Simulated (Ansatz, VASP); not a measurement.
# Zr2SbN: VASP beside Ansatz

```
Zr Sb N
1.0
     3.72336    0.00000    0.00000
     0.00000    3.72336    0.00000
     0.00000    0.00000    5.29507
Zr Sb N
2 1 1
Direct
  0.00000 0.00000 0.00000
  0.50000 0.50000 0.50000
  0.00000 0.00000 0.50000
  0.50000 0.50000 0.00000
```

Alike in both runs: task electric field gradients; functional LDA; k mesh 12 × 12 × 8; occupations fermi-dirac, width 0.15 eV; no spin polarisation.

|  | VASP | Ansatz |
| --- | --- | --- |
| version | VASP 6.6.1 | Ansatz 0.2.0 |
| potentials or method | VASP PAW LDA potentials, release 64 (Zr_sv, Sb, N), cutoff 520 eV | scalar-relativistic, plane waves, PAW |
| valence electrons in the cell | 34 | 44 |

VASP gave:

```
gap on the k mesh at the Fermi level (eV)                     : none
pressure (GPa)                                                : 0.3
traceless stress, the component that is largest in VASP (GPa) : 0.08
size of Vzz on the site where it differs most (V/Å²)          : 94.0
```

What did Ansatz give for the same quantities?

gap on the k mesh at the Fermi level (eV): none; pressure (GPa): 0.0; traceless stress, the component that is largest in VASP (GPa): -0.01; size of Vzz on the site where it differs most (V/Å²): 95.6.

LDA's correlation is that of Perdew and Zunger in VASP and of Perdew and Wang (1992) in Ansatz. A gap of «none» marks a metal or a gap that the smearing closes. VASP's potentials hold 34 valence electrons a cell and Ansatz's 44, so a difference there can come from the potentials and not from the codes.

Spin-orbit coupling is off throughout.
